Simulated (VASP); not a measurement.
Write the native input for VASP 6.6.1 that does the following.

```
Task                               : single point
Functional                         : HSE06
Potentials or basis                : VASP PAW PBE potentials, release 64 (Rb_sv, Br)
Cutoff                             : 520 eV
k mesh                             : 4 × 4 × 4
Occupations                        : gaussian, width 0.01 eV
Spin                               : no spin polarisation
Dipole correction                  : no
Grid for exact exchange (PRECFOCK) : Normal
Further INCAR settings             : ALGO = Normal; EDIFF = 1e-06; NBANDS = 15
Share of exact exchange            : 0.25
Screening parameter                : 0.2079 1/Å
```

Crystal: RbBr.

```
CELL_PARAMETERS angstrom
0.00000 3.46083 3.46083
3.26217 0.00000 3.46083
3.26217 3.46083 0.00000
ATOMIC_POSITIONS crystal
Rb 0.00000 0.00000 0.00000
Br 0.50000 0.50000 0.50000
```

This cell differs from its parent crystal: uniaxial x strain -5.7%.

The input as run:

POSCAR

```
RbBr
1.0
    0.0000000000      3.4608260907      3.4608260907
    3.2621746731      0.0000000000      3.4608260907
    3.2621746731      3.4608260907      0.0000000000
Rb Br
1 1
Direct
    0.0000000000      0.0000000000      0.0000000000
    0.5000000000      0.5000000000      0.5000000000
```

INCAR.step1

```
SYSTEM = RbBr
PREC = Accurate
ENCUT = 520
EDIFF = 1E-5
ISMEAR = 0
SIGMA = 0.01
LREAL = .False.
LASPH = .True.
NELM = 80
ALGO = Normal
ISIF = 2
LWAVE = .True.
LCHARG = .False.
GGA = PE
NBANDS = 15
```

INCAR.step2

```
SYSTEM = RbBr
PREC = Accurate
ENCUT = 520
EDIFF = 1E-6
ISMEAR = 0
SIGMA = 0.01
LREAL = .False.
LASPH = .True.
NELM = 80
ALGO = Normal
ISIF = 2
LWAVE = .False.
LCHARG = .False.
GGA = PE
LHFCALC = .True.
HFSCREEN = 0.2079
PRECFOCK = Normal
ISTART = 1
NBANDS = 15
```

KPOINTS

```
Automatic mesh
0
Gamma
  4 4 4
  0 0 0
```

Potentials or basis: VASP PAW PBE potentials, release 64 (Rb_sv, Br).

The run is started by

```bash
$ cat potpaw_PBE.64/Rb_sv/POTCAR potpaw_PBE.64/Br/POTCAR > POTCAR
$ cp INCAR.step1 INCAR
$ mpirun -np 1 vasp_std > vasp.out
$ cp INCAR.step2 INCAR
$ mpirun -np 1 vasp_std > vasp.out
```

It gave:

```yaml
Pressure: 1.5 GPa
Band_gap_on_the_k_mesh: 5.53 eV
```

Caveat: the cell differs from its parent crystal (uniaxial x strain -5.7%); the PAW data sets were made with another functional, which shifts forces and pressure a little.

Run time: 12 min on 1 thread of Intel(R) Xeon(R) Platinum 8259CL CPU @ 2.50GHz (Skylake/Cascade Lake), with other jobs on the host, peak memory 0.33 GiB.
